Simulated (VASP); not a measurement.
# VN (Fm-3m) in VASP: a series of runs

VN is run at these levels: PBE; tasks: single point.

Program: VASP 6.6.1. These are calculated values, not measurements. Logs are shortened: lines on timing, memory, paths and dates and some standing lists are left out, and cuts for length are marked.

### 1 The cell of the first run

Symmetry: Fm-3m, No. 225, cubic system. The conventional cell has a = 4.193 Å, b = 4.193 Å, c = 4.193 Å, α = 90.00°, β = 90.00°, γ = 90.00°. V (site symmetry m-3m) has 6 N at 2.10 Å within 2.8 Å. N (site symmetry m-3m) has 6 V at 2.10 Å within 2.8 Å.

### 2 Single point, PBE, collinear spin, ferromagnetic start

INCAR

```
ALGO = Normal
EDIFF = 1E-6
ENCUT = 600
GGA = PE
GGA_COMPAT = False
ISIF = 2
ISMEAR = 0
ISPIN = 2
LASPH = True
LCHARG = False
LMAXMIX = 4
LORBIT = 11
LREAL = False
LWAVE = False
MAGMOM = 0.3 0
NBANDS = 20
NELM = 200
PREC = Accurate
SIGMA = 0.1
```

KPOINTS

```
k-points
0
Gamma
  6 6 6
```

POSCAR

```
VN
1.0
    0.0000000000      2.0962819121      2.0962819121
    2.0962819121      0.0000000000      2.0962819121
    2.0962819121      2.0962819121      0.0000000000
V N
1 1
Direct
    0.0000000000      0.0000000000      0.0000000000
    0.5000000000      0.5000000000      0.5000000000
```

Potentials or basis: VASP PAW PBE potentials, release 64 (V_sv, N).

Run with:

```bash
$ cat potpaw_PBE.64/V_sv/POTCAR potpaw_PBE.64/N/POTCAR > POTCAR
$ mpirun -np 1 vasp_std > vasp.out
```

OUTCAR:

```text
EDIFF = 1E-6
   ENCUT = 600
   GGA = PE
   ISIF = 2
   ISMEAR = 0
   ISPIN = 2
   LASPH = True
   LORBIT = 11
   LREAL = False
   NELM = 200
   PREC = Accurate

 ion  position               nearest neighbor table
   1  0.000  0.000  0.000-   2 2.10   2 2.10   2 2.10   2 2.10   2 2.10   2 2.10
   2  0.500  0.500  0.500-   1 2.10   1 2.10   1 2.10   1 2.10   1 2.10   1 2.10

  LATTYP: Found a face centered cubic cell.
 ALAT       =     4.1925638242

  Lattice vectors:

 A1 = (   0.0000000000,   2.0962819121,   2.0962819121)
 A2 = (   2.0962819121,   0.0000000000,   2.0962819121)
 A3 = (   2.0962819121,   2.0962819121,   0.0000000000)

Analysis of symmetry for initial positions (statically):
=====================================================================
 Subroutine PRICEL returns:
 Original cell was already a primitive cell.

 Routine SETGRP: Setting up the symmetry group for a
 face centered cubic supercell.

 Subroutine GETGRP returns: Found 48 space group operations
 (whereof 48 operations were pure point group operations)
 out of a pool of 48 trial point group operations.

The static configuration has the point symmetry O_h .

Analysis of symmetry for dynamics (positions and initial velocities):
=====================================================================
 Subroutine PRICEL returns:
 Original cell was already a primitive cell.

 Routine SETGRP: Setting up the symmetry group for a
 face centered cubic supercell.

 Subroutine GETGRP returns: Found 48 space group operations
 (whereof 48 operations were pure point group operations)
 out of a pool of 48 trial point group operations.

The dynamic configuration has the point symmetry O_h .

Analysis of structural, dynamic, and magnetic symmetry:
=====================================================================
 Subroutine PRICEL returns:
 Original cell was already a primitive cell.

 Routine SETGRP: Setting up the symmetry group for a
 face centered cubic supercell.

 Subroutine GETGRP returns: Found 48 space group operations
 (whereof 48 operations were pure point group operations)
 out of a pool of 48 trial point group operations.

The overall configuration has the point symmetry O_h .

 Subroutine INISYM returns: Found 48 space group operations
 (whereof 48 operations are pure point group operations),
 and found     1 'primitive' translations

----------------------------------------------------------------------------------------

                                     Primitive cell

  volume of cell :      18.4238

  direct lattice vectors                    reciprocal lattice vectors
     0.000000000  2.096281912  2.096281912    -0.238517538  0.238517538  0.238517538
     2.096281912  0.000000000  2.096281912     0.238517538 -0.238517538  0.238517538
     2.096281912  2.096281912  0.000000000     0.238517538  0.238517538 -0.238517538

  length of vectors
     2.964590311  2.964590311  2.964590311     0.413124494  0.413124494  0.413124494

  position of ions in fractional coordinates (direct lattice)
     0.000000000  0.000000000  0.000000000
     0.500000000  0.500000000  0.500000000

  ion indices of the primitive-cell ions
   primitive index   ion index
                 1           1
                 2           2

----------------------------------------------------------------------------------------

 KPOINTS: k-points

Automatic generation of k-mesh.
 Grid dimensions read from file:
 generate k-points for:    6    6    6

 Generating k-lattice:

  Cartesian coordinates                     Fractional coordinates (reciprocal lattice)
    -0.039752923  0.039752923  0.039752923     0.166666667  0.000000000  0.000000000
     0.039752923 -0.039752923  0.039752923     0.000000000  0.166666667  0.000000000
     0.039752923  0.039752923 -0.039752923     0.000000000  0.000000000  0.166666667

  Length of vectors
     0.068854082  0.068854082  0.068854082

  Shift w.r.t. Gamma in fractional coordinates (k-lattice)
     0.000000000  0.000000000  0.000000000

 Subroutine IBZKPT returns following result:
 ===========================================

 Found     16 irreducible k-points:

 Following reciprocal coordinates:
            Coordinates               Weight
  0.000000  0.000000  0.000000      1.000000
  0.166667  0.000000  0.000000      8.000000
  0.333333  0.000000  0.000000      8.000000
  0.500000  0.000000  0.000000      4.000000
  0.166667  0.166667  0.000000      6.000000
  0.333333  0.166667  0.000000     24.000000
[... 8 lines left out ...]
 -0.333333  0.333333  0.166667     24.000000
 -0.333333  0.500000  0.166667     12.000000
   k-points           NKPTS =     16   k-points in BZ     NKDIM =     16   number of bands    NBANDS=     20
   number of dos      NEDOS =    301   number of ions     NIONS =      2
   total plane-waves  NPLWV =  13824
   dimension x,y,z NGX =    24 NGY =   24 NGZ =   24
   dimension x,y,z NGXF=    48 NGYF=   48 NGZF=   48
   ions per type =               1   1
   NGX,Y,Z   is equivalent  to a cutoff of  13.46, 13.46, 13.46 a.u.
   NGXF,Y,Z  is equivalent  to a cutoff of  26.92, 26.92, 26.92 a.u.
 SYSTEM =  unknown system
   PREC   = accura    normal or accurate (medium, high low for compatibility)
   ISTART =      0    job   : 0-new  1-cont  2-samecut
   ICHARG =      2    charge: 1-file 2-atom 10-const
   ISPIN  =      2    spin polarized calculation?
   LNONCOLLINEAR =      F non collinear calculations
   LSORBIT =      F    spin-orbit coupling
   LASPH  =      T    aspherical Exc in radial PAW
   ENCUT  =  600.0 eV  44.10 Ry    6.64 a.u.   5.92  5.92  5.92*2*pi/ulx,y,z
   NELM   =    200;   NELMIN=  2; NELMDL= -5     # of ELM steps
   EDIFF  = 0.1E-05   stopping-criterion for ELM
   LREAL  =      F    real-space projection
   EDIFFG = 0.1E-04   stopping-criterion for IOM
   NSW    =      0    number of steps for IOM
   IBRION =     -1    ionic relax: 0-MD 1-quasi-New 2-CG
   NFREE  =      0    steps in history (QN), initial steepest desc. (CG)
   ISIF   =      2    stress and relaxation
   ISYM   =      2    0-nonsym 1-usesym 2-fastsym
   POTIM  = 0.5000    time-step for ionic-motion
   TEBEG  =    0.0;   TEEND  =   0.0 temperature during run
   PSTRESS=    0.0 pullay stress
   NELECT =      18.0000    total number of electrons
   NUPDOWN=      -1.0000    fix difference up-down
   EMIN   =  10.00;   EMAX   =-10.00  energy-range for DOS
   EFERMI =   0.00;   METHOD = LEGACY
   ISMEAR =     0;   SIGMA  =   0.10  broadening in eV -4-tet -1-fermi 0-gaus
   EFERMI_NEDOS =   21; number of points for ismear=-14 and -15
   IALGO  =     38    algorithm
   IMIX   =      4    mixing-type and parameters
     AMIX     =   0.40;   BMIX     =  1.00
     AMIX_MAG =   1.60;   BMIX_MAG =  1.00
  volume/ion in A,a.u.               =       9.21        62.16
  Fermi-wavevector in a.u.,A,eV,Ry     =   1.624449  3.069763 35.903507  2.638833
  Thomas-Fermi vector in A             =   2.717734
   LORBIT       =     11    0 simple, 1 ext, 2 COOP (PROOUT), +10 PAW based schemes
   GGA     = PE    functional components
   LHFCALC =     F    Hartree Fock is set to
   AEXX    =    0.0000 exact exchange contribution
   IVDW    =     0    specifies the selected vdW correction
   LEPSILON=     F    determine dielectric tensor
   LRPA    =     F    only Hartree local field effects (RPA)
 spin polarized calculation
 Gauss-broadening in eV      SIGMA  =   0.10
  energy-cutoff  :      600.00
  volume of cell :       18.42
 maximum number of plane-waves:       636
   NGX = 11   NGY = 11   NGZ = 11

 number of electron      17.9999994 magnetization       0.4298878

 Free energy of the ion-electron system (eV)
  ---------------------------------------------------
  ext. energy  EPLUGINS =         0.00000000
  ---------------------------------------------------
  free energy    TOTEN  =       -19.23605018 eV

  energy without entropy =      -19.22385298  energy(sigma->0) =      -19.22995158

 E-fermi :  11.2037     XC(G=0): -13.3034

 val. band max:       11.1859730504   @ k =   0.5000   0.1667   0.0000
 cond. band min:      11.2114578907   @ k =  -0.1667   0.1667   0.0000
 fundamental gap:      0.0254848403
 Fermi energy:        11.2037141851

 spin component 1

 k-point     1 :       0.0000    0.0000    0.0000
  band No.  band energies     occupation
      1     -54.4023      1.00000
      2     -28.0612      1.00000
      3     -28.0612      1.00000
      4     -28.0612      1.00000
      5      -6.3836      1.00000
      6       9.0802      1.00000
[... 12 lines left out ...]
     19      37.8072      0.00000
     20      37.8073      0.00000
[... 323 lines left out ...]
 k-point    16 :      -0.3333    0.5000    0.1667
  band No.  band energies     occupation
      1     -54.3260      1.00000
      2     -28.3535      1.00000
      3     -28.2484      1.00000
      4     -28.2020      1.00000
      5      -4.3442      1.00000
      6       4.8991      1.00000
[... 12 lines left out ...]
     19      34.4468      0.00000
     20      40.1162      0.00000
 Fermi energy:        11.2037141851

 spin component 2

 k-point     1 :       0.0000    0.0000    0.0000
  band No.  band energies     occupation
      1     -53.9639      1.00000
      2     -27.6274      1.00000
      3     -27.6274      1.00000
      4     -27.6274      1.00000
      5      -6.3674      1.00000
      6       9.0576      1.00000
[... 12 lines left out ...]
     19      37.9320      0.00000
     20      37.9324      0.00000
[... 323 lines left out ...]
 k-point    16 :      -0.3333    0.5000    0.1667
  band No.  band energies     occupation
      1     -53.8865      1.00000
      2     -27.9245      1.00000
      3     -27.8176      1.00000
      4     -27.7707      1.00000
      5      -4.3479      1.00000
      6       4.9652      1.00000
[... 12 lines left out ...]
     19      34.5796      0.00000
     20      40.1488      0.00000

------------------------ aborting loop because EDIFF is reached ----------------------------------------

  FORCE on cell =-STRESS in cart. coord.  units (eV):
  Direction    XX          YY          ZZ          XY          YZ          ZX
  --------------------------------------------------------------------------------------
  -------------------------------------------------------------------------------------
  Total       -1.5592153     -1.5592153     -1.5592153      0.0000000      0.0000000      0.0000000
  in kB     -135.5931076   -135.5931076   -135.5931076      0.0000000      0.0000000      0.0000000
  external PRESSURE =    -135.5931076 kB  Pullay stress =       0.0000000 kB

 VOLUME and BASIS-vectors are now :
 -----------------------------------------------------------------------------
  energy-cutoff  :      600.00
  volume of cell :       18.42
      direct lattice vectors                 reciprocal lattice vectors
     0.000000000  2.096281912  2.096281912    -0.238517538  0.238517538  0.238517538
     2.096281912  0.000000000  2.096281912     0.238517538 -0.238517538  0.238517538
     2.096281912  2.096281912  0.000000000     0.238517538  0.238517538 -0.238517538

 POSITION                                       TOTAL-FORCE (eV/Angst)
 -----------------------------------------------------------------------------------
      0.00000      0.00000      0.00000        -0.000000     -0.000000     -0.000000
      2.09628      2.09628      2.09628         0.000000      0.000000      0.000000
 -----------------------------------------------------------------------------------
    total drift:                                0.000000     -0.000000     -0.000000

  FREE ENERGIE OF THE ION-ELECTRON SYSTEM (eV)
  ---------------------------------------------------
  free  energy   TOTEN  =       -19.2360501762 eV

  energy  without entropy=      -19.2238529754  energy(sigma->0) =      -19.22995158

 total charge

# of ion       s       p       d       tot
------------------------------------------
    1        2.225   6.248   3.088  11.561
    2        1.241   2.470   0.000   3.710
--------------------------------------------------
tot          3.465   8.718   3.088  15.272

 magnetization (x)

# of ion       s       p       d       tot
------------------------------------------
    1        0.002   0.002   0.418   0.423
    2       -0.001  -0.015   0.000  -0.016
--------------------------------------------------
tot          0.001  -0.012   0.418   0.407
```

Wall time 16 s (1 thread of Intel Xeon Platinum 8488C (Sapphire Rapids), shared host); peak memory 0.15 GiB.

What came out:

```
Free energy                                           : -19.2361 eV
Pressure                                              : -13.6 GPa
Net moment                                            : 0.43 μB per cell
Site moments                                          : V +0.42; N -0.02 μB
Valence electrons inside the program's atomic spheres : V 11.56; N 3.71
```

Levels at points of the mesh, in eV from the Fermi level:
Spin up:
| k point | band 5 | band 6 | band 7 | band 8 | band 9 | band 10 | band 11 | band 12 | band 13 | band 14 |
| --- | --- | --- | --- | --- | --- | --- | --- | --- | --- | --- |
| (0.00, 0.00, 0.00) | -17.59 | -2.12 | -2.12 | -2.12 | -1.61 | -1.61 | -1.61 | -0.54 | -0.54 | 5.34 |
| (0.50, 0.00, 0.00) | -15.08 | -8.55 | -5.80 | -5.80 | 0.33 | 0.33 | 1.16 | 4.59 | 4.59 | 5.98 |
| (0.50, 0.50, 0.00) | -15.84 | -6.47 | -3.70 | -3.53 | -3.53 | 0.36 | 0.88 | 0.88 | 2.29 | 9.68 |
Spin down:
```tsv
k point	band 7	band 8	band 9	band 10	band 11	band 12
(0.00, 0.00, 0.00)	-2.15	-2.15	-1.17	-1.17	-1.17	-0.27
(0.50, 0.00, 0.00)	-5.70	-5.70	0.81	0.81	1.56	4.78
(0.50, 0.50, 0.00)	-3.53	-3.53	-3.33	0.63	1.40	1.40
```

Caveat: the k points lie up to 0.43 Å⁻¹ apart.

### 3 Single point, PBE, collinear spin, ferromagnetic start

This run uses another cell than the first one, of 10.18 Å³/atom, 1.105 times its volume.

INCAR

```
  PREC = Accurate
  ENCUT = 600
  EDIFF = 1E-6
  ISMEAR = 0
  SIGMA = 0.1
  LREAL = F
  LASPH = T
  NELM = 200
  ALGO = Normal
  ISIF = 2
  LWAVE = F
  LCHARG = T
  ISPIN = 2
  MAGMOM = 0.3 0
  LORBIT = 11
  LMAXMIX = 4
  GGA = PE
  LELF = T
  LVHAR = T
  NBANDS = 20
  GGA_COMPAT = F
```

KPOINTS

```
Automatic mesh
0
Gamma
  6 6 6
```

POSCAR

```
VN
1.0
    0.0000000000      2.1670682223      2.1670682223
    2.1670682223      0.0000000000      2.1670682223
    2.1670682223      2.1670682223      0.0000000000
V N
1 1
Direct
    0.0000000000      0.0000000000      0.0000000000
    0.5000000000      0.5000000000      0.5000000000
```

Potentials or basis: VASP PAW PBE potentials, release 64 (V_sv, N).

Run with:

```bash
$ cat potpaw_PBE.64/V_sv/POTCAR potpaw_PBE.64/N/POTCAR > POTCAR
$ mpirun -np 1 vasp_std > vasp.out
```

Run time: 11 s. Hardware: 1 thread of Intel Xeon Platinum 8488C (Sapphire Rapids), shared host; peak memory 0.15 GiB.

Results (log left out):

```
Free energy                                           : -18.9562 eV
Pressure                                              : -32.5 GPa
Net moment                                            : 0.75 μB per cell
Site moments                                          : V +0.74; N -0.03 μB
Valence electrons inside the program's atomic spheres : V 11.38; N 3.65
```

Levels at points of the mesh, in eV from the Fermi level:
Spin up:
```csv
k point,band 5,band 6,band 7,band 8,band 9,band 10,band 11,band 12,band 13,band 14
"(0.00, 0.00, 0.00)",-16.75,-1.83,-1.83,-1.83,-1.47,-1.47,-1.47,-0.51,-0.51,4.36
"(0.50, 0.00, 0.00)",-14.63,-7.76,-5.15,-5.15,0.17,0.17,0.90,4.02,4.02,5.64
"(0.50, 0.50, 0.00)",-15.13,-5.94,-3.24,-3.17,-3.17,0.25,0.63,0.63,1.76,8.57
```
Spin down:
```csv
k point,band 5,band 6,band 7,band 8,band 9,band 10,band 11,band 12,band 13,band 14
"(0.00, 0.00, 0.00)",-16.74,-1.88,-1.88,-1.88,-0.72,-0.72,-0.72,0.00,0.00,4.57
"(0.50, 0.00, 0.00)",-14.65,-7.60,-4.98,-4.98,0.97,0.97,1.58,4.37,4.37,5.84
"(0.50, 0.50, 0.00)",-15.15,-5.88,-3.18,-3.18,-2.61,0.78,1.49,1.49,2.27,8.94
```

Caveat: the k points lie up to 0.42 Å⁻¹ apart.
